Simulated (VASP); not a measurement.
# Sb (Im-3m) in VASP: notebook

Sb is run at these levels: PBEsol+D4, PBEsol+D3(BJ); tasks: single point, relaxation of cell and atoms.

All numbers are computed with VASP 6.6.1; they aren't measurements. Logs are shortened: lines on timing, memory, paths and dates and some standing lists are left out, and cuts for length are marked.

### Step 1. The cell of the first run

It takes space group Im-3m (No. 229, cubic). Conventional cell: a = 3.706 Å, b = 3.706 Å, c = 3.706 Å, α = 90.00°, β = 90.00°, γ = 90.00°. Within 4.2 Å of Sb (site symmetry m-3m) lie 14 Sb at 3.21 to 3.71 Å.

### Step 2. Single point, PBEsol+D4

INCAR reads:

```
SYSTEM = Sb
ALGO = Normal ; EDIFF = 1E-7
ENCUT = 520 ; GGA = PS
ISIF = 2 ; ISMEAR = -1
IVDW = 13 ; LASPH = .True.
LCHARG = .True. ; LELF = .True.
LREAL = .False. ; LVHAR = .True.
LWAVE = .False. ; NBANDS = 8
NELM = 80 ; PREC = Accurate
SIGMA = 0.05
```

KPOINTS reads:

```
k-points
0
Gamma
  10 10 10
  0 0 0
```

POSCAR reads:

```
Sb
1.0
   -1.8532050407      1.8532050407      1.8532050407
    1.8532050407     -1.8532050407      1.8532050407
    1.8532050407      1.8532050407     -1.8532050407
Sb
1
Direct
    0.0000000000      0.0000000000      0.0000000000
```

Potentials or basis: VASP PAW PBE potentials, release 64 (Sb).

Command:

```console
cat potpaw_PBE.64/Sb/POTCAR > POTCAR
mpirun -np 1 vasp_std > vasp.out
```

OUTCAR:

```text
SYSTEM = Sb
   EDIFF = 1E-7
   ENCUT = 520
   GGA = PS
   ISIF = 2
   ISMEAR = -1
   IVDW = 13
   LASPH = .True.
   LREAL = .False.
   NELM = 80
   PREC = Accurate

 ion  position               nearest neighbor table
   1  0.000  0.000  0.000-

  LATTYP: Found a body centered cubic cell.
 ALAT       =     3.7064100814

  Lattice vectors:

 A1 = (  -1.8532050407,   1.8532050407,   1.8532050407)
 A2 = (   1.8532050407,  -1.8532050407,   1.8532050407)
 A3 = (   1.8532050407,   1.8532050407,  -1.8532050407)

Analysis of symmetry for initial positions (statically):
=====================================================================
 Subroutine PRICEL returns:
 Original cell was already a primitive cell.

 Routine SETGRP: Setting up the symmetry group for a
 body centered cubic supercell.

 Subroutine GETGRP returns: Found 48 space group operations
 (whereof 48 operations were pure point group operations)
 out of a pool of 48 trial point group operations.

The static configuration has the point symmetry O_h .

Analysis of symmetry for dynamics (positions and initial velocities):
=====================================================================
 Subroutine PRICEL returns:
 Original cell was already a primitive cell.

 Routine SETGRP: Setting up the symmetry group for a
 body centered cubic supercell.

 Subroutine GETGRP returns: Found 48 space group operations
 (whereof 48 operations were pure point group operations)
 out of a pool of 48 trial point group operations.

The dynamic configuration has the point symmetry O_h .

 Subroutine INISYM returns: Found 48 space group operations
 (whereof 48 operations are pure point group operations),
 and found     1 'primitive' translations

----------------------------------------------------------------------------------------

                                     Primitive cell

  volume of cell :      25.4584

  direct lattice vectors                    reciprocal lattice vectors
    -1.853205041  1.853205041  1.853205041     0.000000000  0.269802849  0.269802849
     1.853205041 -1.853205041  1.853205041     0.269802849  0.000000000  0.269802849
     1.853205041  1.853205041 -1.853205041     0.269802849  0.269802849  0.000000000

  length of vectors
     3.209845287  3.209845287  3.209845287     0.381558848  0.381558848  0.381558848

  position of ions in fractional coordinates (direct lattice)
     0.000000000  0.000000000  0.000000000

  ion indices of the primitive-cell ions
   primitive index   ion index
                 1           1

----------------------------------------------------------------------------------------

 KPOINTS: k-points

Automatic generation of k-mesh.
 Grid dimensions read from file:
 generate k-points for:   10   10   10

 Generating k-lattice:

  Cartesian coordinates                     Fractional coordinates (reciprocal lattice)
     0.000000000  0.026980285  0.026980285     0.100000000  0.000000000  0.000000000
     0.026980285  0.000000000  0.026980285     0.000000000  0.100000000  0.000000000
     0.026980285  0.026980285  0.000000000     0.000000000  0.000000000  0.100000000

  Length of vectors
     0.038155885  0.038155885  0.038155885

  Shift w.r.t. Gamma in fractional coordinates (k-lattice)
     0.000000000  0.000000000  0.000000000

 Subroutine IBZKPT returns following result:
 ===========================================

 Found     47 irreducible k-points:

 Following reciprocal coordinates:
            Coordinates               Weight
  0.000000  0.000000  0.000000      1.000000
  0.100000  0.000000  0.000000     12.000000
  0.200000  0.000000  0.000000     12.000000
  0.300000  0.000000  0.000000     12.000000
  0.400000  0.000000  0.000000     12.000000
  0.500000  0.000000  0.000000      6.000000
[... 16 lines left out ...]
  0.300000  0.300000  0.100000      8.000000
 -0.300000  0.300000  0.100000     24.000000
 [... further k-points ...]
   k-points           NKPTS =     47   k-points in BZ     NKDIM =     47   number of bands    NBANDS=      8
   number of dos      NEDOS =    301   number of ions     NIONS =      1
   total plane-waves  NPLWV =  13824
   dimension x,y,z NGX =    24 NGY =   24 NGZ =   24
   dimension x,y,z NGXF=    48 NGYF=   48 NGZF=   48
   ions per type =               1
   NGX,Y,Z   is equivalent  to a cutoff of  12.43, 12.43, 12.43 a.u.
   NGXF,Y,Z  is equivalent  to a cutoff of  24.86, 24.86, 24.86 a.u.
 SYSTEM =  Sb
   PREC   = accura    normal or accurate (medium, high low for compatibility)
   ISTART =      0    job   : 0-new  1-cont  2-samecut
   ICHARG =      2    charge: 1-file 2-atom 10-const
   ISPIN  =      1    spin polarized calculation?
   LNONCOLLINEAR =      F non collinear calculations
   LSORBIT =      F    spin-orbit coupling
   LASPH  =      T    aspherical Exc in radial PAW
   ENCUT  =  520.0 eV  38.22 Ry    6.18 a.u.   5.97  5.97  5.97*2*pi/ulx,y,z
   NELM   =     80;   NELMIN=  2; NELMDL= -5     # of ELM steps
   EDIFF  = 0.1E-06   stopping-criterion for ELM
   LREAL  =      F    real-space projection
   EDIFFG = 0.1E-05   stopping-criterion for IOM
   NSW    =      0    number of steps for IOM
   IBRION =     -1    ionic relax: 0-MD 1-quasi-New 2-CG
   NFREE  =      0    steps in history (QN), initial steepest desc. (CG)
   ISIF   =      2    stress and relaxation
   ISYM   =      2    0-nonsym 1-usesym 2-fastsym
   POTIM  = 0.5000    time-step for ionic-motion
   TEBEG  =    0.0;   TEEND  =   0.0 temperature during run
   PSTRESS=    0.0 pullay stress
   NELECT =       5.0000    total number of electrons
   NUPDOWN=      -1.0000    fix difference up-down
   EMIN   =  10.00;   EMAX   =-10.00  energy-range for DOS
   EFERMI =   0.00;   METHOD = LEGACY
   ISMEAR =    -1;   SIGMA  =   0.05  broadening in eV -4-tet -1-fermi 0-gaus
   EFERMI_NEDOS =   21; number of points for ismear=-14 and -15
   IALGO  =     38    algorithm
   IMIX   =      4    mixing-type and parameters
     AMIX     =   0.40;   BMIX     =  1.00
     AMIX_MAG =   1.60;   BMIX_MAG =  1.00
  volume/ion in A,a.u.               =      25.46       171.80
  Fermi-wavevector in a.u.,A,eV,Ry     =   0.951601  1.798264 12.320669  0.905544
  Thomas-Fermi vector in A             =   2.080086
   LORBIT       =      0    0 simple, 1 ext, 2 COOP (PROOUT), +10 PAW based schemes
   GGA     = PS    functional components
   LHFCALC =     F    Hartree Fock is set to
   AEXX    =    0.0000 exact exchange contribution
   IVDW    =    13    specifies the selected vdW correction
   LEPSILON=     F    determine dielectric tensor
   LRPA    =     F    only Hartree local field effects (RPA)
 non-spin polarized calculation
  energy-cutoff  :      520.00
  volume of cell :       25.46
 maximum number of plane-waves:       699
   NGX = 11   NGY = 11   NGZ = 11

 number of electron       5.0000000 magnetization

 Free energy of the ion-electron system (eV)
  ---------------------------------------------------
  ext. energy  EPLUGINS =         0.00000000
  ---------------------------------------------------
  free energy    TOTEN  =        -4.37051180 eV

  energy without entropy =       -4.36127582  energy(sigma->0) =       -4.36589381

 E-fermi :   9.0406     XC(G=0): -10.5729

 val. band max:        9.0370404694   @ k =   0.3000   0.1000   0.1000
 cond. band min:       9.1110460880   @ k =   0.5000   0.5000   0.3000
 fundamental gap:      0.0740056185
 Fermi energy:         9.0405878612

 k-point     1 :       0.0000    0.0000    0.0000
  band No.  band energies     occupation
      1      -4.2534      2.00000
      2      14.9922      0.00000
      3      14.9922      0.00000
      4      14.9922      0.00000
      5      19.8770      0.00000
      6      19.8770      0.00000
      7      19.8770      0.00000
      8      20.9021      0.00000

 k-point     2 :       0.1000    0.0000    0.0000
  band No.  band energies     occupation
      1      -4.0324      2.00000
      2      13.3671      0.00000
      3      14.2798      0.00000
      4      14.7827      0.00000
      5      18.6504      0.00000
      6      18.7509      0.00000
      7      20.2883      0.00000
      8      20.8131      0.00000

 k-point     3 :       0.2000    0.0000    0.0000
  band No.  band energies     occupation
      1      -3.3729      2.00000
      2      10.3146      0.00000
      3      12.9927      0.00000
      4      14.2331      0.00000
      5      17.3017      0.00000
      6      17.5819      0.00000
      7      20.2575      0.00000
      8      21.3605      0.00000

 k-point     4 :       0.3000    0.0000    0.0000
  band No.  band energies     occupation
      1      -2.2936      2.00000
      2       7.2289      2.00000
      3      11.8625      0.00000
      4      13.5992      0.00000
      5      16.3793      0.00000
      6      16.7405      0.00000
      7      20.9690      0.00000
      8      22.1461      0.00000

 k-point     5 :       0.4000    0.0000    0.0000
  band No.  band energies     occupation
      1      -0.8854      2.00000
      2       4.5489      2.00000
      3      11.1262      0.00000
      4      13.1334      0.00000
      5      15.8436      0.00000
      6      16.2369      0.00000
      7      22.1652      0.00000
      8      23.2359      0.00000
[... 177 lines left out ...]
 k-point    22 :      -0.2000    0.2000    0.1000
  band No.  band energies     occupation
      1      -3.1534      2.00000
      2      10.4062      0.00000
      3      12.2635      0.00000
      4      13.0711      0.00000
      5      16.9463      0.00000
      6      18.5995      0.00000
      7      19.2257      0.00000
      8      21.9270      0.00000

 k-point    23 :       0.3000    0.3000    0.1000
  band No.  band energies     occupation
      1       1.0776      2.00000
      2       5.2320      2.00000
      3       5.2320      2.00000
      4       9.1497      0.20286
      5      20.9621      0.00000
      6      22.6735      0.00000
      7      22.6735      0.00000
      8      25.2688      0.00000

 k-point    24 :      -0.3000    0.3000    0.1000
  band No.  band energies     occupation
      1      -2.0770      2.00000
      2       7.4006      2.00000
      3      11.1532      0.00000
      4      12.5633      0.00000
      5      16.8316      0.00000
      6      17.7566      0.00000
      7      18.9765      0.00000
      8      24.3208      0.00000

 [... further k-points ...]

------------------------ aborting loop because EDIFF is reached ----------------------------------------

  DFT-D4 for vdW energy calculation

  Edisp (eV):   -0.34394

  FORCE on cell =-STRESS in cart. coord.  units (eV):
  Direction    XX          YY          ZZ          XY          YZ          ZX
  --------------------------------------------------------------------------------------
  -------------------------------------------------------------------------------------
  Total      -0.00264    -0.00264    -0.00264    -0.00000    -0.00000     0.00000
  in kB      -0.16594    -0.16594    -0.16594    -0.00000    -0.00000     0.00000
  external pressure =       -0.17 kB  Pullay stress =        0.00 kB

 VOLUME and BASIS-vectors are now :
 -----------------------------------------------------------------------------
  energy-cutoff  :      520.00
  volume of cell :       25.46
      direct lattice vectors                 reciprocal lattice vectors
    -1.853205041  1.853205041  1.853205041     0.000000000  0.269802849  0.269802849
     1.853205041 -1.853205041  1.853205041     0.269802849  0.000000000  0.269802849
     1.853205041  1.853205041 -1.853205041     0.269802849  0.269802849  0.000000000

 POSITION                                       TOTAL-FORCE (eV/Angst)
 -----------------------------------------------------------------------------------
      0.00000      0.00000      0.00000        -0.000000      0.000000     -0.000000
 -----------------------------------------------------------------------------------
    total drift:                                0.000000     -0.000000      0.000000

  FREE ENERGIE OF THE ION-ELECTRON SYSTEM (eV)
  ---------------------------------------------------
  free  energy   TOTEN  =        -4.7144517405 eV

  energy  without entropy=       -4.7052157627  energy(sigma->0) =       -4.70983375
```

Wall time 8.5 s (1 thread of Intel Xeon Platinum 8488C (Sapphire Rapids), shared host); peak memory 0.14 GiB.

What came out:

```
Free energy                : -4.7145 eV
Pressure                   : 0.0 GPa
Dispersion energy per atom : -0.344 eV
```

Caveat: the PAW data sets were made with another functional, which shifts forces and pressure a little; spin-orbit coupling is left out, which moves the levels of the heavy elements; pairwise dispersion overbinds metals, which lowers pressure and volume.

### Step 3. Relaxation of cell and atoms, PBEsol+D3(BJ)

This run uses another cell than the first one, of 26.21 Å³/atom, 1.030 times its volume.

INCAR reads:

```
PREC = Accurate
ENCUT = 600
EDIFF = 1E-6
ISMEAR = -1
SIGMA = 0.05
LREAL = False
LASPH = True
NELM = 80
ALGO = Normal
ISIF = 3
LWAVE = False
LCHARG = False
GGA = PS
IVDW = 12
IBRION = 2
NSW = 60
EDIFFG = -0.01
```

KPOINTS reads:

```
regular mesh
0
Gamma
  10 10 10
```

POSCAR reads:

```
Sb
1.0
   -1.8713408863      1.8713408863      1.8713408863
    1.8713408863     -1.8713408863      1.8713408863
    1.8713408863      1.8713408863     -1.8713408863
Sb
1
Direct
    0.0000000000      0.0000000000      0.0000000000
```

Potentials or basis: VASP PAW PBE potentials, release 64 (Sb).

Command:

```console
cat potpaw_PBE.64/Sb/POTCAR > POTCAR
mpirun -np 1 vasp_std > vasp.out
```

Wall time 20 s (1 thread of Intel Xeon Platinum 8488C (Sapphire Rapids), shared host); peak memory 0.17 GiB.

It converged, with:

```
Free energy                            : -4.9098 eV
Relaxed volume                         : 24.95 Å³/atom
Relaxed cell                           : a = 3.188 Å, b = 3.188 Å, c = 3.188 Å, α = 109.47°, β = 109.47°, γ = 109.47°
Space group after relaxing (to 0.05 Å) : Im-3m (No. 229)
Energy gained by relaxing              : 13.8 meV/atom
Ionic steps                            : 3
Pressure after relaxing                : 0.0 GPa
Dispersion energy per atom             : -0.548 eV
```

Step by step:
```tsv
step	energy change (eV)	largest force (eV/Å)	pressure (GPa)	volume (Å³)
1	0.0000	0.0000	-3.37	26.21
2	-0.0079	0.0000	2.52	24.18
3	-0.0138	0.0000	0.00	24.95
```

Final structure:
```xyz
1
Lattice="-1.8408 1.8408 1.8408 1.8408 -1.8408 1.8408 1.8408 1.8408 -1.8408" Properties=species:S:1:pos:R:3 pbc="T T T"
Sb    0.0000    0.0000    0.0000
```

Levels at points of the mesh, in eV from the Fermi level:
```csv
k point,band 1,band 2,band 3,band 4,band 5,band 6
"(0.00, 0.00, 0.00)",-13.46,6.12,6.12,6.12,10.92,10.92
"(0.50, 0.00, 0.00)",-8.95,-6.08,1.88,3.99,6.70,7.06
"(0.50, 0.50, 0.50)",-5.22,-2.16,-2.16,-2.16,2.80,2.80
```

Caveat: the PAW data sets were made with another functional, which shifts forces and pressure a little; spin-orbit coupling is left out, which moves the levels of the heavy elements; pairwise dispersion overbinds metals, which lowers pressure and volume.
